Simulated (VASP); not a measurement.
Here is a VASP 6.6.1 calculation.

INCAR

```
SYSTEM = Al36H
PREC = Accurate
ENCUT = 520
EDIFF = 1E-7
ISMEAR = 0
SIGMA = 0.1
LREAL = Auto
LASPH = .TRUE.
NELM = 100
ALGO = Fast
ISIF = 2
LWAVE = .FALSE.
LCHARG = .FALSE.
LDIPOL = .TRUE.
IDIPOL = 3
DIPOL = 0.5 0.5 0.379
GGA = PE
IVDW = 12
NBANDS = 78
```

Contents of KPOINTS:

```
regular mesh
0
G
  6 6 1
  0 0 0
```

Contents of POSCAR:

```
Al36H
1.0
    5.6288445221      0.0000000000      0.0000000000
   -2.8144222610      4.8747223501      0.0000000000
    0.0000000000      0.0000000000     35.8073562139
Al H
36 1
Direct
    0.1666666667      0.3333333333      0.1117088895
    0.1666666667      0.8333333333      0.1117088895
    0.6666666667      0.3333333333      0.1117088895
    0.6666666667      0.8333333333      0.1117088895
    0.0000000000      0.0000000000      0.1762280837
    0.0000000000      0.5000000000      0.1762280837
    0.5000000000      0.0000000000      0.1762280837
    0.5000000000      0.5000000000      0.1762280837
    0.3333333333      0.1666666667      0.2407472780
    0.3333333333      0.6666666667      0.2407472780
    0.8333333333      0.1666666667      0.2407472780
    0.8333333333      0.6666666667      0.2407472780
    0.0000000000      0.0000000000      0.3052664723
    0.0000000000      0.5000000000      0.3052664723
    0.5000000000      0.0000000000      0.3052664723
    0.5000000000      0.5000000000      0.3052664723
    0.1666666667      0.3333333333      0.3692823671
    0.1666666667      0.8333333333      0.3692823671
    0.6666666667      0.3333333333      0.3692823671
    0.6666666667      0.8333333333      0.3692823671
    0.0000000000      0.0000000000      0.4332765596
    0.0000000000      0.5000000000      0.4332765596
    0.5000000000      0.0000000000      0.4332765596
    0.5000000000      0.5000000000      0.4332765596
    0.3333333333      0.1666666667      0.4981718464
    0.3333333333      0.6666666667      0.4981718464
    0.8333333333      0.1666666667      0.4981718464
    0.8333333333      0.6666666667      0.4981718464
    0.0000000000      0.0000000000      0.5626837009
    0.0000000000      0.5000000000      0.5626837009
    0.5000000000      0.0000000000      0.5626837009
    0.5000000000      0.5000000000      0.5626837009
    0.1666666667      0.3333333333      0.6285679423
    0.1666666667      0.8333333333      0.6285679423
    0.6666666667      0.3333333333      0.6285679423
    0.6666666667      0.8333333333      0.6285679423
    0.4166666667      0.5000000000      0.7207277762
```

Potentials or basis: VASP PAW PBE potentials, release 64 (Al, H).

The run is started by

```console
$ cat potpaw_PBE.64/Al/POTCAR potpaw_PBE.64/H/POTCAR > POTCAR
$ mpirun -np 1 vasp_std > vasp.out
```

(1) Predict the largest force.

(2) Estimate the band gap on the k mesh.

Answers

(1) 0.713 eV/Å.

(2) zero (an odd number of electrons rules out a gap without spin polarisation).
